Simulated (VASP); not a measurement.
Write the native input for VASP 6.6.1 that does the following.

```
Task                   : relaxation of cell and atoms
Functional             : PBE
Potentials or basis    : VASP PAW PBE potentials, release 64 (Si, C)
Cutoff                 : 600 eV
k mesh                 : 16 × 16 × 16
Occupations            : fermi-dirac, width 0.1 eV
Spin                   : no spin polarisation
Target pressure        : 51 GPa
Dipole correction      : no
Further INCAR settings : ALGO = Normal; EDIFF = 1e-06; IBRION = 2; EDIFFG = -0.005; NSW = 60; ISIF = 3
```

The structure of SiC (zincblende type) lies in POSCAR:

```
SiC
1.0
    0.0000000000      2.0184287174      2.0184287174
    2.0184287174      0.0000000000      2.0184287174
    2.0184287174      2.0184287174      0.0000000000
Si C
1 1
Direct
    0.0000000000      0.0000000000      0.0000000000
    0.2500000000      0.2500000000      0.2500000000
```

These files were run (other wordings do the same):

INCAR

```
SYSTEM = SiC
ALGO     = Normal         ! electronic algorithm
EDIFF    = 1E-6           ! SCF threshold, eV
EDIFFG   = -0.005         ! ionic threshold
ENCUT    = 600            ! plane-wave cutoff, eV
GGA      = PE             ! functional
IBRION   = 2              ! ionic algorithm
ISIF     = 3              ! what is computed and relaxed
ISMEAR   = -1             ! smearing method
LASPH    = .True.         ! aspherical terms in the spheres
LCHARG   = .False.        ! write CHGCAR
LREAL    = .False.        ! projectors in reciprocal space
LWAVE    = .False.        ! write WAVECAR
NELM     = 100            ! most SCF steps
NSW      = 60             ! ionic steps
PREC     = Accurate       ! precision mode
PSTRESS  = 510.0        
SIGMA    = 0.1            ! smearing width, eV
```

KPOINTS

```
k-points
0
Gamma
  16 16 16
  0 0 0
```

Potentials or basis: VASP PAW PBE potentials, release 64 (Si, C).

Command:

```console
$ cat potpaw_PBE.64/Si/POTCAR potpaw_PBE.64/C/POTCAR > POTCAR
$ mpirun -np 1 vasp_std > vasp.out
```

It gave:

```yaml
Relaxed_volume: 8.84 Å³/atom
Relaxed_cell: a = 2.924 Å, b = 2.924 Å, c = 2.924 Å, α = 60.00°, β = 60.00°, γ = 60.00°
Space_group_after_relaxing_to_0.05_Å: F-43m (No. 216)
Energy_change_on_relaxing_the_enthalpy_is_what_falls: -252.2 meV/atom
Ionic_steps: 16
Pressure_after_relaxing: 50.9 GPa
Band_gap_on_the_k_mesh: 1.19 eV, indirect (least direct gap 4.68 eV)
```

Caveat: the cell is relaxed towards a set pressure, so the enthalpy falls and the energy may rise.

Run time: 53 s on 1 thread of Intel Xeon 6975P-C, with other jobs on the host, peak memory 0.15 GiB.
